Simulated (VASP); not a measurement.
# W (Fm-3m) in VASP: elastic constants with PBEsol

Aim: the elastic constants of W with PBEsol.

Program: VASP 6.6.1. These are calculated values, not measurements. Logs are shortened: lines on timing, memory, paths and dates and some standing lists are left out, and cuts for length are marked.

## Step 1: The cell of the first run

Symmetry: Fm-3m, No. 225, cubic system. Conventional cell: a = 4.060 Å, b = 4.060 Å, c = 4.060 Å, α = 90.00°, β = 90.00°, γ = 90.00°. W (site symmetry m-3m) has 12 W at 2.87 Å within 3.8 Å.

This isn't the form of W at room conditions, which is bcc.

## Step 2: Elastic constants, PBEsol

Input file INCAR:

```
SYSTEM = W
PREC     = Accurate       ! precision mode
ENCUT    = 600            ! plane-wave cutoff, eV
EDIFF    = 1E-8           ! SCF threshold, eV
ISMEAR   = -1             ! smearing method
SIGMA    = 0.05           ! smearing width, eV
LREAL    = .FALSE.        ! projectors in reciprocal space
LASPH    = .TRUE.         ! aspherical terms in the spheres
NELM     = 80             ! most SCF steps
ALGO     = Normal         ! electronic algorithm
ISIF     = 3              ! what is computed and relaxed
LWAVE    = .FALSE.        ! write WAVECAR
LCHARG   = .TRUE.         ! write CHGCAR
GGA      = PS             ! functional
IBRION   = 6              ! ionic algorithm
NFREE    = 2            
POTIM    = 0.015          ! step
NSW      = 1              ! ionic steps
```

Input file KPOINTS:

```
Automatic mesh
0
G
  18 18 18
  0 0 0
```

Input file POSCAR:

```
W
1.0
    0.0000000000      2.0300000000      2.0300000000
    2.0300000000      0.0000000000      2.0300000000
    2.0300000000      2.0300000000      0.0000000000
W
1
Direct
    0.0000000000      0.0000000000      0.0000000000
```

Potentials or basis: VASP PAW PBE potentials, release 64 (W_sv).

On the command line:

```
$ cat potpaw_PBE.64/W_sv/POTCAR > POTCAR
$ mpirun -np 1 vasp_std > vasp.out
```

OUTCAR:

```text
SYSTEM = W
   PREC = Accurate
   ENCUT = 600
   EDIFF = 1E-8
   ISMEAR = -1
   LREAL = .FALSE.
   LASPH = .TRUE.
   NELM = 80
   ISIF = 3
   GGA = PS
   IBRION = 6
   NFREE = 2
   POTIM = 0.015
   NSW = 1

 ion  position               nearest neighbor table
   1  0.000  0.000  0.000-

  LATTYP: Found a face centered cubic cell.
 ALAT       =     4.0600000000

  Lattice vectors:

 A1 = (   0.0000000000,   2.0300000000,   2.0300000000)
 A2 = (   2.0300000000,   0.0000000000,   2.0300000000)
 A3 = (   2.0300000000,   2.0300000000,   0.0000000000)

Analysis of symmetry for initial positions (statically):
=====================================================================
 Subroutine PRICEL returns:
 Original cell was already a primitive cell.

 Routine SETGRP: Setting up the symmetry group for a
 face centered cubic supercell.

 Subroutine GETGRP returns: Found 48 space group operations
 (whereof 48 operations were pure point group operations)
 out of a pool of 48 trial point group operations.

The static configuration has the point symmetry O_h .

Analysis of symmetry for dynamics (positions and initial velocities):
=====================================================================
 Subroutine PRICEL returns:
 Original cell was already a primitive cell.

 Routine SETGRP: Setting up the symmetry group for a
 face centered cubic supercell.

 Subroutine GETGRP returns: Found 48 space group operations
 (whereof 48 operations were pure point group operations)
 out of a pool of 48 trial point group operations.

The dynamic configuration has the point symmetry O_h .

 Subroutine INISYM returns: Found 48 space group operations
 (whereof 48 operations are pure point group operations),
 and found     1 'primitive' translations

----------------------------------------------------------------------------------------

                                     Primitive cell

  volume of cell :      16.7309

  direct lattice vectors                    reciprocal lattice vectors
     0.000000000  2.030000000  2.030000000    -0.246305419  0.246305419  0.246305419
     2.030000000  0.000000000  2.030000000     0.246305419 -0.246305419  0.246305419
     2.030000000  2.030000000  0.000000000     0.246305419  0.246305419 -0.246305419

  length of vectors
     2.870853532  2.870853532  2.870853532     0.426613499  0.426613499  0.426613499

  position of ions in fractional coordinates (direct lattice)
     0.000000000  0.000000000  0.000000000

  ion indices of the primitive-cell ions
   primitive index   ion index
                 1           1

----------------------------------------------------------------------------------------

 KPOINTS: Automatic mesh

Automatic generation of k-mesh.
 Grid dimensions read from file:
 generate k-points for:   18   18   18

 Generating k-lattice:

  Cartesian coordinates                     Fractional coordinates (reciprocal lattice)
    -0.013683634  0.013683634  0.013683634     0.055555556  0.000000000  0.000000000
     0.013683634 -0.013683634  0.013683634     0.000000000  0.055555556  0.000000000
     0.013683634  0.013683634 -0.013683634     0.000000000  0.000000000  0.055555556

  Length of vectors
     0.023700750  0.023700750  0.023700750

  Shift w.r.t. Gamma in fractional coordinates (k-lattice)
     0.000000000  0.000000000  0.000000000

 Subroutine IBZKPT returns following result:
 ===========================================

 Found    195 irreducible k-points:

 Following reciprocal coordinates:
            Coordinates               Weight
  0.000000  0.000000  0.000000      1.000000
[... 88 lines left out ...]
  free energy    TOTEN  =       -13.28747017 eV

  energy without entropy =      -13.27665134  energy(sigma->0) =      -13.28206075

------------------------ aborting loop because EDIFF is reached ----------------------------------------

  FORCE on cell =-STRESS in cart. coord.  units (eV):
  Direction    XX          YY          ZZ          XY          YZ          ZX
  --------------------------------------------------------------------------------------
  -------------------------------------------------------------------------------------
  Total       -1.2640358     -1.2640358     -1.2640358      0.0000000     -0.0000000      0.0000000
  in kB     -121.0463933   -121.0463933   -121.0463933      0.0000000     -0.0000000      0.0000000
  external PRESSURE =    -121.0463933 kB  Pullay stress =       0.0000000 kB
[... 86 lines left out ...]
  FREE ENERGIE OF THE ION-ELECTRON SYSTEM (eV)
  ---------------------------------------------------
  free  energy   TOTEN  =       -13.3059394339 eV

  energy  without entropy=      -13.2955822586  energy(sigma->0) =      -13.30076085

 E-fermi :   9.8614     XC(G=0): -13.3668

 val. band max:        9.8612798999   @ k =  -0.2778   0.0000   0.1111
 cond. band min:       9.8626876540   @ k =   0.1667   0.0000   0.1111
 fundamental gap:      0.0014077541
 Fermi energy:         9.8613591141

 k-point     1 :       0.0000    0.0000    0.0000
  band No.  band energies     occupation
      1     -63.8466      2.00000
      2     -27.5230      2.00000
      3     -27.5075      2.00000
      4     -27.5075      2.00000
      5       1.0314      2.00000
      6       9.2109      2.00000
      7       9.3973      1.99981
      8       9.3973      1.99981
      9      12.1549      0.00000
     10      12.4380      0.00000
     11      22.6430      0.00000
[... 310 lines left out ...]
  band No.  band energies     occupation
      1     -63.8017      2.00000
      2     -28.0181      2.00000
      3     -27.6230      2.00000
      4     -27.5573      2.00000
      5       3.1907      2.00000
      6       8.2720      2.00000
      7       9.6417      1.97559
      8       9.9602      0.24348
      9      11.9038      0.00000
     10      12.7868      0.00000
     11      23.1067      0.00000

 [... further k-points ...]

[... ionic steps 4 to 12 ...]

--------------------------------------- Ionic step       13  -------------------------------------------

 number of electron      14.0000001 magnetization

------------------------ aborting loop because EDIFF is reached ----------------------------------------
[... 65 lines left out ...]
--------------------------------------- Ionic step       15  -------------------------------------------

 number of electron      14.0000001 magnetization

 Free energy of the ion-electron system (eV)
  ---------------------------------------------------
  ext. energy  EPLUGINS =         0.00000000
  ---------------------------------------------------
  free energy    TOTEN  =       -13.28746978 eV

  energy without entropy =      -13.27665096  energy(sigma->0) =      -13.28206037

 E-fermi :  10.0491     XC(G=0): -13.4493

 val. band max:       10.0342407986   @ k =  -0.3889   0.3889   0.0556
 cond. band min:      10.0505862006   @ k =  -0.1667   0.0556   0.0000
 fundamental gap:      0.0163454020
 Fermi energy:        10.0491224375

 k-point     1 :       0.0000    0.0000    0.0000
  band No.  band energies     occupation
      1     -63.6168      2.00000
      2     -27.2660      2.00000
      3     -27.2660      2.00000
      4     -27.2660      2.00000
      5       1.1521      2.00000
      6       9.5161      1.99995
      7       9.5161      1.99995
      8       9.5161      1.99995
      9      12.5460      0.00000
     10      12.5460      0.00000
     11      22.8593      0.00000
[... 350 lines left out ...]
  FREE ENERGIE OF THE ION-ELECTRON SYSTEM (eV)
  ---------------------------------------------------
  free  energy   TOTEN  =       -13.2874697825 eV

  energy  without entropy=      -13.2766509598  energy(sigma->0) =      -13.28206037

 INTERNAL STRAIN TENSORS FROM STRAINED CELLS
 ============================================

 INTERNAL STRAIN TENSOR FOR ION    1 for displacements in x,y,z  (eV/Angst):
          X           Y           Z          XY          YZ          ZX
  --------------------------------------------------------------------------------
  x     0.00000    -0.00000     0.00000     0.00000     0.00000     0.00000
  y    -0.00000     0.00000     0.00000    -0.00000    -0.00000    -0.00000
  z     0.00000     0.00000    -0.00000     0.00000     0.00000    -0.00000

 INTERNAL STRAIN TENSORS FROM DISPLACED ATOMS
 ============================================

 INTERNAL STRAIN TENSOR FOR ION    1 for displacements in x,y,z  (eV/Angst):
          X           Y           Z          XY          YZ          ZX
  --------------------------------------------------------------------------------
  x     0.00000     0.00000     0.00000     0.00000     0.00000     0.00000
  y     0.00000     0.00000     0.00000     0.00000     0.00000     0.00000
  z     0.00000     0.00000     0.00000     0.00000     0.00000     0.00000

 Eigenvectors and eigenvalues of the dynamical matrix
 ----------------------------------------------------

   1 f  =    0.000000 THz     0.000000 2PiTHz    0.000000 cm-1     0.000000 meV
             X         Y         Z           dx          dy          dz
      0.000000  0.000000  0.000000     0.707107   -0.707107    0.000000

   2 f  =    0.000000 THz     0.000000 2PiTHz    0.000000 cm-1     0.000000 meV
             X         Y         Z           dx          dy          dz
      0.000000  0.000000  0.000000    -0.707107   -0.707107    0.000000

   3 f  =    0.000000 THz     0.000000 2PiTHz    0.000000 cm-1     0.000000 meV
             X         Y         Z           dx          dy          dz
      0.000000  0.000000  0.000000     0.000000    0.000000    1.000000

--------------------------------------------------------------------------------------------------------

 ELASTIC MODULI CONTR FROM IONIC RELAXATION (kBar)
 Direction    XX          YY          ZZ          XY          YZ          ZX
 --------------------------------------------------------------------------------
 XX           0.0000      0.0000      0.0000      0.0000      0.0000      0.0000
 YY           0.0000      0.0000      0.0000      0.0000      0.0000      0.0000
 ZZ           0.0000      0.0000      0.0000      0.0000      0.0000      0.0000
 XY           0.0000      0.0000      0.0000      0.0000      0.0000      0.0000
 YZ           0.0000      0.0000      0.0000      0.0000      0.0000      0.0000
 ZX           0.0000      0.0000      0.0000      0.0000      0.0000      0.0000
 --------------------------------------------------------------------------------

 TOTAL ELASTIC MODULI (kBar)
 Direction    XX          YY          ZZ          XY          YZ          ZX
 --------------------------------------------------------------------------------
 XX         663.9082   3661.1565   3661.1565      0.0000      0.0000     -0.0000
 YY        3661.1565    663.9082   3661.1565      0.0000      0.0000     -0.0000
 ZZ        3661.1565   3661.1565    663.9082      0.0000      0.0000      0.0000
 XY           0.0000      0.0000      0.0000  -1593.8801     -0.0000      0.0000
 YZ           0.0000      0.0000      0.0000     -0.0000  -1593.8801      0.0000
 ZX          -0.0000     -0.0000      0.0000      0.0000      0.0000  -1593.8801
 --------------------------------------------------------------------------------
```

Run time: 37 min. Hardware: 1 thread of Oxide Virtual Turin-like, shared host; peak memory 0.62 GiB.

Results:

```yaml
Elastic_constants_C11_C12_C44: 66, 366, -159 GPa
Voigt_bulk_modulus: 266 GPa
```

Elastic tensor in Voigt notation (GPa, in the Cartesian axes of the cell as first typed):
```
  66  366  366    0    0    0
 366   66  366    0    0    0
 366  366   66    0    0    0
   0    0    0 -159    0    0
   0    0    0    0 -159    0
   0    0    0    0    0 -159
```

Clamped-ion elastic tensor (GPa):
```
  66  366  366    0    0    0
 366   66  366    0    0    0
 366  366   66    0    0    0
   0    0    0 -159    0    0
   0    0    0    0 -159    0
   0    0    0    0    0 -159
```

Caveat: the cell is under stress, which shifts elastic constants; the elastic tensor has a negative eigenvalue, so either the cell is unstable as it stands or the mesh is too thin; the PAW data sets were made with another functional, which shifts forces and pressure a little; spin-orbit coupling is left out, which moves the levels of the heavy elements.
